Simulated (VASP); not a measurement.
# SnSe (Fm-3m) in VASP: single point with r2SCAN

Aim: the single point of SnSe with r2SCAN.

Everything below comes from runs of VASP 6.6.1. Logs are shortened: lines on timing, memory, paths and dates and some standing lists are left out, and cuts for length are marked.

## (1) The cell of the first run

It takes space group Fm-3m (No. 225, cubic). The conventional cell has a = 5.663 Å, b = 5.663 Å, c = 5.663 Å, α = 90.00°, β = 90.00°, γ = 90.00°. Sn (site symmetry m-3m) has 6 Se at 2.83 Å within 3.7 Å. Within 3.7 Å of Se (site symmetry m-3m) lie 6 Sn at 2.83 Å.

## (2) Single point, r2SCAN (strain -5.7%)

POSCAR

```
SnSe
1.0
    0.0000000000      2.8312929131      2.8312929131
    2.8312929131      0.0000000000      2.8312929131
    2.8312929131      2.8312929131      0.0000000000
Sn Se
1 1
Direct
    0.0000000000      0.0000000000      0.0000000000
    0.5000000000      0.5000000000      0.5000000000
```

INCAR.step1

```
ALGO = Normal
EDIFF = 1E-4
ENCUT = 520
GGA = PE
ISMEAR = -1
LASPH = True
LCHARG = False
LREAL = False
LWAVE = True
NBANDS = 17
NELM = 60
PREC = Accurate
SIGMA = 0.02
```

INCAR.step2

```
ALGO = Normal
EDIFF = 1E-6
ENCUT = 520
ISIF = 2
ISMEAR = -1
ISTART = 1
LASPH = True
LCHARG = False
LMIXTAU = True
LREAL = False
LWAVE = False
METAGGA = R2SCAN
NBANDS = 17
NELM = 60
PREC = Accurate
SIGMA = 0.02
```

KPOINTS

```
k-points
0
Gamma
  8 8 8
```

Potentials or basis: VASP PAW PBE potentials, release 64 (Sn_d, Se).

Run with:

```sh
$ cat potpaw_PBE.64/Sn_d/POTCAR potpaw_PBE.64/Se/POTCAR > POTCAR
$ cp INCAR.step1 INCAR
$ mpirun -np 1 vasp_std > vasp.out
$ cp INCAR.step2 INCAR
$ mpirun -np 1 vasp_std > vasp.out
```

OUTCAR:

```text
EDIFF = 1E-6
   ENCUT = 520
   ISIF = 2
   ISMEAR = -1
   ISTART = 1
   LASPH = True
   LREAL = False
   METAGGA = R2SCAN
   NELM = 60
   PREC = Accurate

 ion  position               nearest neighbor table
   1  0.000  0.000  0.000-   2 2.83   2 2.83   2 2.83   2 2.83   2 2.83   2 2.83
   2  0.500  0.500  0.500-   1 2.83   1 2.83   1 2.83   1 2.83   1 2.83   1 2.83

  LATTYP: Found a face centered cubic cell.
 ALAT       =     5.6625858262

  Lattice vectors:

 A1 = (   0.0000000000,   2.8312929131,   2.8312929131)
 A2 = (   2.8312929131,   0.0000000000,   2.8312929131)
 A3 = (   2.8312929131,   2.8312929131,   0.0000000000)

Analysis of symmetry for initial positions (statically):
=====================================================================
 Subroutine PRICEL returns:
 Original cell was already a primitive cell.

 Routine SETGRP: Setting up the symmetry group for a
 face centered cubic supercell.

 Subroutine GETGRP returns: Found 48 space group operations
 (whereof 48 operations were pure point group operations)
 out of a pool of 48 trial point group operations.

The static configuration has the point symmetry O_h .

Analysis of symmetry for dynamics (positions and initial velocities):
=====================================================================
 Subroutine PRICEL returns:
 Original cell was already a primitive cell.

 Routine SETGRP: Setting up the symmetry group for a
 face centered cubic supercell.

 Subroutine GETGRP returns: Found 48 space group operations
 (whereof 48 operations were pure point group operations)
 out of a pool of 48 trial point group operations.

The dynamic configuration has the point symmetry O_h .

 Subroutine INISYM returns: Found 48 space group operations
 (whereof 48 operations are pure point group operations),
 and found     1 'primitive' translations

----------------------------------------------------------------------------------------

                                     Primitive cell

  volume of cell :      45.3925

  direct lattice vectors                    reciprocal lattice vectors
     0.000000000  2.831292913  2.831292913    -0.176597765  0.176597765  0.176597765
     2.831292913  0.000000000  2.831292913     0.176597765 -0.176597765  0.176597765
     2.831292913  2.831292913  0.000000000     0.176597765  0.176597765 -0.176597765

  length of vectors
     4.004052837  4.004052837  4.004052837     0.305876301  0.305876301  0.305876301

  position of ions in fractional coordinates (direct lattice)
[... 72 lines left out ...]
   ICHARG =      0    charge: 1-file 2-atom 10-const
   ISPIN  =      1    spin polarized calculation?
   LNONCOLLINEAR =      F non collinear calculations
   LSORBIT =      F    spin-orbit coupling
   LASPH  =      T    aspherical Exc in radial PAW
   ENCUT  =  520.0 eV  38.22 Ry    6.18 a.u.   7.44  7.44  7.44*2*pi/ulx,y,z
   NELM   =     60;   NELMIN=  2; NELMDL=  0     # of ELM steps
   EDIFF  = 0.1E-05   stopping-criterion for ELM
   LREAL  =      F    real-space projection
   EDIFFG = 0.1E-04   stopping-criterion for IOM
   NSW    =      0    number of steps for IOM
   IBRION =     -1    ionic relax: 0-MD 1-quasi-New 2-CG
   NFREE  =      0    steps in history (QN), initial steepest desc. (CG)
   ISIF   =      2    stress and relaxation
   ISYM   =      2    0-nonsym 1-usesym 2-fastsym
   POTIM  = 0.5000    time-step for ionic-motion
   TEBEG  =    0.0;   TEEND  =   0.0 temperature during run
   PSTRESS=    0.0 pullay stress
   NELECT =      20.0000    total number of electrons
   NUPDOWN=      -1.0000    fix difference up-down
   EMIN   =  10.00;   EMAX   =-10.00  energy-range for DOS
   EFERMI =   0.00;   METHOD = LEGACY
   ISMEAR =    -1;   SIGMA  =   0.02  broadening in eV -4-tet -1-fermi 0-gaus
   EFERMI_NEDOS =   21; number of points for ismear=-14 and -15
   IALGO  =     38    algorithm
   IMIX   =      4    mixing-type and parameters
     AMIX     =   0.40;   BMIX     =  1.00
     AMIX_MAG =   1.60;   BMIX_MAG =  1.00
  volume/ion in A,a.u.               =      22.70       153.16
  Fermi-wavevector in a.u.,A,eV,Ry     =   1.245728  2.354085 21.114054  1.551839
  Thomas-Fermi vector in A             =   2.379938
   LORBIT       =      0    0 simple, 1 ext, 2 COOP (PROOUT), +10 PAW based schemes
   METAGGA = R2SCAN    functional components
   LHFCALC =     F    Hartree Fock is set to
   AEXX    =    0.0000 exact exchange contribution
   IVDW    =     0    specifies the selected vdW correction
   LEPSILON=     F    determine dielectric tensor
   LRPA    =     F    only Hartree local field effects (RPA)
 non-spin polarized calculation
  energy-cutoff  :      520.00
  volume of cell :       45.39
 maximum number of plane-waves:      1243
 NGX is ok and might be reduce to    30
   NGX = 15   NGY = 15   NGZ = 15

 number of electron      20.0000003 magnetization

 Free energy of the ion-electron system (eV)
  ---------------------------------------------------
  ext. energy  EPLUGINS =         0.00000000
  ---------------------------------------------------
  free energy    TOTEN  =       -39.53199142 eV

  energy without entropy =      -39.53199141  energy(sigma->0) =      -39.53199141

 E-fermi :   8.4257     XC(G=0): -11.1243

 val. band max:        8.0767450579   @ k =  -0.2500   0.1250   0.0000
 cond. band min:       8.7752207593   @ k =  -0.3750   0.1250   0.0000
 fundamental gap:      0.6984757014
 Fermi energy:         8.4256836965

 k-point     1 :       0.0000    0.0000    0.0000
  band No.  band energies     occupation
      1     -14.6307      2.00000
      2     -14.6307      2.00000
      3     -14.6152      2.00000
      4     -14.6152      2.00000
      5     -14.6152      2.00000
      6      -8.2346      2.00000
[... 457 lines left out ...]
      4     -14.5972      2.00000
      5     -14.5850      2.00000
      6      -6.5237      2.00000
[... 9 lines left out ...]
     16      19.6076      0.00000
     17      19.8143      0.00000

 [... further k-points ...]
[... 5 lines left out ...]
  --------------------------------------------------------------------------------------
  -------------------------------------------------------------------------------------
  Total        4.0715282      4.0715282      4.0715282      0.0000000     -0.0000000      0.0000000
  in kB      143.7088861    143.7088861    143.7088861      0.0000000     -0.0000000      0.0000000
  external PRESSURE =     143.7088861 kB  Pullay stress =       0.0000000 kB

 VOLUME and BASIS-vectors are now :
 -----------------------------------------------------------------------------
  energy-cutoff  :      520.00
  volume of cell :       45.39
      direct lattice vectors                 reciprocal lattice vectors
     0.000000000  2.831292913  2.831292913    -0.176597765  0.176597765  0.176597765
     2.831292913  0.000000000  2.831292913     0.176597765 -0.176597765  0.176597765
     2.831292913  2.831292913  0.000000000     0.176597765  0.176597765 -0.176597765

 POSITION                                       TOTAL-FORCE (eV/Angst)
 -----------------------------------------------------------------------------------
      0.00000      0.00000      0.00000         0.000000      0.000000     -0.000000
      2.83129      2.83129      2.83129         0.000000      0.000000      0.000000
 -----------------------------------------------------------------------------------
    total drift:                               -0.000000      0.000000      0.000000

  FREE ENERGIE OF THE ION-ELECTRON SYSTEM (eV)
  ---------------------------------------------------
  free  energy   TOTEN  =       -39.5319914150 eV

  energy  without entropy=      -39.5319914132  energy(sigma->0) =      -39.53199141
```

OUTCAR.step1:

```text
EDIFF = 1E-4
   ENCUT = 520
   GGA = PE
   ISMEAR = -1
   LASPH = True
[... 701 lines left out ...]
      0.00000      0.00000      0.00000         0.000000      0.000000      0.000000
      2.83129      2.83129      2.83129        -0.000000     -0.000000     -0.000000
 -----------------------------------------------------------------------------------
    total drift:                               -0.000000      0.000000      0.000000

  FREE ENERGIE OF THE ION-ELECTRON SYSTEM (eV)
  ---------------------------------------------------
  free  energy   TOTEN  =        -7.8149697590 eV

  energy  without entropy=       -7.8149697356  energy(sigma->0) =       -7.81496975
```

It took 85 s on 1 thread of AMD EPYC 7R43 (Zen 3), shared host; peak memory 0.15 GiB.

Results:

| Quantity | Value |
| --- | --- |
| Free energy | -39.5320 eV |
| Pressure | 14.4 GPa |
| Band gap on the k mesh | 0.70 eV, indirect (least direct gap 0.80 eV) |

Caveat: the cell differs from its parent crystal (strain -5.7%); the PAW data sets were made with another functional, which shifts forces and pressure a little; spin-orbit coupling is left out, which moves the levels of the heavy elements.
